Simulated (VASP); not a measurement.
# VO2 in VASP: a series of runs

Runs on VO2. Level: PBE. Tasks: single point.

Program: VASP 6.6.1. These are calculated values, not measurements. Logs are shortened: lines on timing, memory, paths and dates and some standing lists are left out, and cuts for length are marked.

## 1. The cell of the first run

Symmetry: P4_2/mnm, No. 136, tetragonal system. Conventional cell: a = 4.687 Å, b = 4.687 Å, c = 2.878 Å, α = 90.00°, β = 90.00°, γ = 90.00°. V (site symmetry mmm) has 6 O at 1.94 to 2.01 Å within 2.6 Å. Within 2.6 Å of O (site symmetry m2m) lie 3 V at 1.94 to 2.01 Å.

## 2. Single point, PBE, collinear spin, ferromagnetic start (volume scaled by 1.06, then relaxed in part)

Input file INCAR:

```
PREC = Accurate
ENCUT = 600
EDIFF = 1E-6
ISMEAR = 0
SIGMA = 0.1
LREAL = F
LASPH = T
NELM = 200
ALGO = Normal
ISIF = 2
LWAVE = F
LCHARG = F
ISPIN = 2
MAGMOM = 0.92 0.92 0 0 0 0
LORBIT = 11
LMAXMIX = 4
GGA = PE
NBANDS = 38
GGA_COMPAT = F
KPAR = 4
```

Input file KPOINTS:

```
Automatic mesh
0
Gamma
  8 8 12
```

Input file POSCAR:

```
VO2
1.0
    4.6867332808      0.0000000000      0.0000000000
    0.0000000000      4.6867108539      0.0000000000
    0.0000000000      0.0000000000      2.8776241228
V O
2 4
Direct
    0.0000000000      0.0000000000      0.5000000000
    0.5000000000      0.5000000000      0.0000000000
    0.3035043208      0.3035026225      0.5000000000
    0.6964956792      0.6964973775      0.5000000000
    0.1964956792      0.8035026225      0.0000000000
    0.8035043208      0.1964973775      0.0000000000
```

Potentials or basis: VASP PAW PBE potentials, release 64 (V_sv, O).

Started as:

```sh
> cat potpaw_PBE.64/V_sv/POTCAR potpaw_PBE.64/O/POTCAR > POTCAR
> mpirun -np 4 vasp_std > vasp.out
```

OUTCAR:

```text
PREC = Accurate
   ENCUT = 600
   EDIFF = 1E-6
   ISMEAR = 0
   LREAL = F
   LASPH = T
   NELM = 200
   ISIF = 2
   ISPIN = 2
   LORBIT = 11
   GGA = PE

 ion  position               nearest neighbor table
   1  0.000  0.000  0.500-   5 1.94   6 1.94   5 1.94   6 1.94   3 2.01   4 2.01
   2  0.500  0.500  0.000-   3 1.94   4 1.94   3 1.94   4 1.94   5 2.01   6 2.01
   3  0.304  0.304  0.500-   2 1.94   2 1.94   1 2.01
   4  0.696  0.696  0.500-   2 1.94   2 1.94   1 2.01
   5  0.196  0.804  0.000-   1 1.94   1 1.94   2 2.01
   6  0.804  0.196  0.000-   1 1.94   1 1.94   2 2.01

  LATTYP: Found a simple tetragonal cell.
 ALAT       =     4.6867332808
 C/A-ratio  =     0.6139935751

  Lattice vectors:

 A1 = (   4.6867332808,   0.0000000000,   0.0000000000)
 A2 = (   0.0000000000,   4.6867108539,   0.0000000000)
 A3 = (   0.0000000000,   0.0000000000,   2.8776241228)

Analysis of symmetry for initial positions (statically):
=====================================================================
 Subroutine PRICEL returns:
 Original cell was already a primitive cell.

 Routine SETGRP: Setting up the symmetry group for a
 simple tetragonal supercell.

 Subroutine GETGRP returns: Found 16 space group operations
 (whereof  8 operations were pure point group operations)
 out of a pool of 16 trial point group operations.

The static configuration has the point symmetry D_2h.
 The point group associated with its full space group is D_4h.

Analysis of symmetry for dynamics (positions and initial velocities):
=====================================================================
 Subroutine PRICEL returns:
 Original cell was already a primitive cell.

 Routine SETGRP: Setting up the symmetry group for a
 simple tetragonal supercell.

 Subroutine GETGRP returns: Found 16 space group operations
 (whereof  8 operations were pure point group operations)
 out of a pool of 16 trial point group operations.

The dynamic configuration has the point symmetry D_2h.
 The point group associated with its full space group is D_4h.

Analysis of structural, dynamic, and magnetic symmetry:
=====================================================================
 Subroutine PRICEL returns:
 Original cell was already a primitive cell.

 Routine SETGRP: Setting up the symmetry group for a
 simple tetragonal supercell.

 Subroutine GETGRP returns: Found 16 space group operations
 (whereof  8 operations were pure point group operations)
 out of a pool of 16 trial point group operations.

The overall configuration has the point symmetry D_2h.
 The point group associated with its full space group is D_4h.

 Subroutine INISYM returns: Found 16 space group operations
 (whereof  8 operations are pure point group operations),
 and found     1 'primitive' translations

----------------------------------------------------------------------------------------

                                     Primitive cell

  volume of cell :      63.2081

  direct lattice vectors                    reciprocal lattice vectors
     4.686733281  0.000000000  0.000000000     0.213368233  0.000000000  0.000000000
     0.000000000  4.686710854  0.000000000     0.000000000  0.213369254  0.000000000
     0.000000000  0.000000000  2.877624123     0.000000000  0.000000000  0.347508902

  length of vectors
     4.686733281  4.686710854  2.877624123     0.213368233  0.213369254  0.347508902

  position of ions in fractional coordinates (direct lattice)
     0.000000000  0.000000000  0.500000000
     0.500000000  0.500000000  0.000000000
     0.303504321  0.303502622  0.500000000
     0.696495679  0.696497378  0.500000000
     0.196495679  0.803502622  0.000000000
     0.803504321  0.196497378  0.000000000

  ion indices of the primitive-cell ions
   primitive index   ion index
                 1           1
                 2           2
                 3           3
                 4           4
                 5           5
                 6           6

[... 31 lines left out ...]
  0.375000  0.000000  0.000000      4.000000
  0.500000  0.000000  0.000000      2.000000
  0.125000  0.125000  0.000000      4.000000
[... 16 lines left out ...]
  0.375000  0.125000  0.083333     16.000000
  0.500000  0.125000  0.083333      8.000000
 [... further k-points ...]
   k-points           NKPTS =    105   k-points in BZ     NKDIM =    105   number of bands    NBANDS=     38
   number of dos      NEDOS =    301   number of ions     NIONS =      6
   total plane-waves  NPLWV =  38400
   dimension x,y,z NGX =    40 NGY =   40 NGZ =   24
   dimension x,y,z NGXF=    80 NGYF=   80 NGZF=   48
   ions per type =               2   4
   NGX,Y,Z   is equivalent  to a cutoff of  14.19, 14.19, 13.87 a.u.
   NGXF,Y,Z  is equivalent  to a cutoff of  28.38, 28.38, 27.73 a.u.
 SYSTEM =  unknown system
   PREC   = accura    normal or accurate (medium, high low for compatibility)
   ISTART =      0    job   : 0-new  1-cont  2-samecut
   ICHARG =      2    charge: 1-file 2-atom 10-const
   ISPIN  =      2    spin polarized calculation?
   LNONCOLLINEAR =      F non collinear calculations
   LSORBIT =      F    spin-orbit coupling
   LASPH  =      T    aspherical Exc in radial PAW
   ENCUT  =  600.0 eV  44.10 Ry    6.64 a.u.   9.36  9.36  5.75*2*pi/ulx,y,z
   NELM   =    200;   NELMIN=  2; NELMDL= -5     # of ELM steps
   EDIFF  = 0.1E-05   stopping-criterion for ELM
   LREAL  =      F    real-space projection
   EDIFFG = 0.1E-04   stopping-criterion for IOM
   NSW    =      0    number of steps for IOM
   IBRION =     -1    ionic relax: 0-MD 1-quasi-New 2-CG
   NFREE  =      0    steps in history (QN), initial steepest desc. (CG)
   ISIF   =      2    stress and relaxation
   ISYM   =      2    0-nonsym 1-usesym 2-fastsym
   POTIM  = 0.5000    time-step for ionic-motion
   TEBEG  =    0.0;   TEEND  =   0.0 temperature during run
   PSTRESS=    0.0 pullay stress
   NELECT =      50.0000    total number of electrons
   NUPDOWN=      -1.0000    fix difference up-down
   EMIN   =  10.00;   EMAX   =-10.00  energy-range for DOS
   EFERMI =   0.00;   METHOD = LEGACY
   ISMEAR =     0;   SIGMA  =   0.10  broadening in eV -4-tet -1-fermi 0-gaus
   EFERMI_NEDOS =   21; number of points for ismear=-14 and -15
   IALGO  =     38    algorithm
   IMIX   =      4    mixing-type and parameters
     AMIX     =   0.40;   BMIX     =  1.00
     AMIX_MAG =   1.60;   BMIX_MAG =  1.00
  volume/ion in A,a.u.               =      10.53        71.09
  Fermi-wavevector in a.u.,A,eV,Ry     =   1.514052  2.861143 31.189346  2.292352
  Thomas-Fermi vector in A             =   2.623761
   LORBIT       =     11    0 simple, 1 ext, 2 COOP (PROOUT), +10 PAW based schemes
   GGA     = PE    functional components
   LHFCALC =     F    Hartree Fock is set to
   AEXX    =    0.0000 exact exchange contribution
   IVDW    =     0    specifies the selected vdW correction
   LEPSILON=     F    determine dielectric tensor
   LRPA    =     F    only Hartree local field effects (RPA)
 spin polarized calculation
 Gauss-broadening in eV      SIGMA  =   0.10
  energy-cutoff  :      600.00
  volume of cell :       63.21
 maximum number of plane-waves:      2156
 NGX is ok and might be reduce to    40
   NGX = 19   NGY = 19   NGZ = 11

 number of electron      49.9999995 magnetization       1.9997395

 Free energy of the ion-electron system (eV)
  ---------------------------------------------------
  ext. energy  EPLUGINS =         0.00000000
  ---------------------------------------------------
  free energy    TOTEN  =       -51.86321980 eV

  energy without entropy =      -51.84559322  energy(sigma->0) =      -51.85440651

 E-fermi :   5.4424     XC(G=0): -11.3818

 val. band max:        5.4420860961   @ k =   0.3750   0.2500   0.2500
 cond. band min:       5.4457723375   @ k =   0.1250   0.0000   0.0833
 fundamental gap:      0.0036862413
 Fermi energy:         5.4423886541

 spin component 1

 k-point     1 :       0.0000    0.0000    0.0000
  band No.  band energies     occupation
      1     -60.6538      1.00000
      2     -60.6478      1.00000
      3     -34.4492      1.00000
      4     -34.4492      1.00000
      5     -34.3959      1.00000
      6     -34.3853      1.00000
[... 949 lines left out ...]
     36      14.4730      0.00000
     37      17.3790      0.00000

 [... further k-points ...]

 spin component 2

 k-point     1 :       0.0000    0.0000    0.0000
  band No.  band energies     occupation
      1     -59.5211      1.00000
      2     -59.5146      1.00000
      3     -33.3270      1.00000
      4     -33.3270      1.00000
      5     -33.3229      1.00000
      6     -33.3088      1.00000
[... 949 lines left out ...]
     36      14.5932      0.00000
     37      17.6463      0.00000

 [... further k-points ...]

 [bands above 37 left out]

------------------------ aborting loop because EDIFF is reached ----------------------------------------

  FORCE on cell =-STRESS in cart. coord.  units (eV):
  Direction    XX          YY          ZZ          XY          YZ          ZX
  --------------------------------------------------------------------------------------
  -------------------------------------------------------------------------------------
  Total       -4.1769694     -4.1769295     -4.0335216     -0.0000000      0.0000000      0.0000000
  in kB     -105.8764604   -105.8754471   -102.2403907     -0.0000000      0.0000000      0.0000000
  external PRESSURE =    -104.6640994 kB  Pullay stress =       0.0000000 kB

 VOLUME and BASIS-vectors are now :
 -----------------------------------------------------------------------------
  energy-cutoff  :      600.00
  volume of cell :       63.21
      direct lattice vectors                 reciprocal lattice vectors
     4.686733281  0.000000000  0.000000000     0.213368233  0.000000000  0.000000000
     0.000000000  4.686710854  0.000000000     0.000000000  0.213369254  0.000000000
     0.000000000  0.000000000  2.877624123     0.000000000  0.000000000  0.347508902

 POSITION                                       TOTAL-FORCE (eV/Angst)
 -----------------------------------------------------------------------------------
      0.00000      0.00000      1.43881         0.000000      0.000000      0.000000
      2.34337      2.34336      0.00000         0.000000      0.000000      0.000000
      1.42244      1.42243      1.43881        -0.027340     -0.027340      0.000000
      3.26429      3.26428      1.43881         0.027340      0.027340     -0.000000
      0.92092      3.76578      0.00000         0.027340     -0.027340      0.000000
      3.76581      0.92093      0.00000        -0.027340      0.027340      0.000000
 -----------------------------------------------------------------------------------
    total drift:                                0.000000      0.000000     -0.000000

  FREE ENERGIE OF THE ION-ELECTRON SYSTEM (eV)
  ---------------------------------------------------
  free  energy   TOTEN  =       -51.8632198031 eV

  energy  without entropy=      -51.8455932230  energy(sigma->0) =      -51.85440651

 total charge

# of ion       s       p       d       tot
------------------------------------------
    1        2.263   6.298   2.842  11.402
    2        2.263   6.298   2.842  11.402
    3        1.567   3.446   0.000   5.012
    4        1.567   3.446   0.000   5.012
    5        1.567   3.446   0.000   5.012
    6        1.567   3.446   0.000   5.012
--------------------------------------------------
tot         10.793  26.378   5.684  42.854

 magnetization (x)

# of ion       s       p       d       tot
------------------------------------------
    1        0.013   0.011   1.048   1.072
    2        0.013   0.011   1.048   1.072
    3       -0.002  -0.062   0.000  -0.064
    4       -0.002  -0.062   0.000  -0.064
    5       -0.002  -0.062   0.000  -0.064
    6       -0.002  -0.062   0.000  -0.064
--------------------------------------------------
tot          0.017  -0.228   2.097   1.886
```

Wall time 3.2 min (4 MPI ranks of Intel Xeon Platinum 8259CL at 2.50GHz (Skylake/Cascade Lake), shared host); peak memory 0.52 GiB.

What came out:

| Property | Result |
| --- | --- |
| Free energy | -51.8632 eV |
| Pressure | -10.5 GPa |
| Largest force | 0.039 eV/Å |
| Band gap on the k mesh | zero (filled and empty bands overlap) |
| Net moment | 2.00 μB per cell |
| Site moments | V +1.07; O -0.06 μB |
| Valence electrons inside the program's atomic spheres | V 11.40; O 5.01 |

Forces in eV/Å, atoms in the order of the input:
```
V    0.000  0.000  0.000
V    0.000  0.000  0.000
O   -0.027 -0.027  0.000
O    0.027  0.027  0.000
O    0.027 -0.027  0.000
O   -0.027  0.027  0.000
```

Caveat: semilocal functionals often make such compounds metallic where correlation or magnetic order opens a gap, which also shifts bond lengths.

(Part 1 of 2 ends here.)
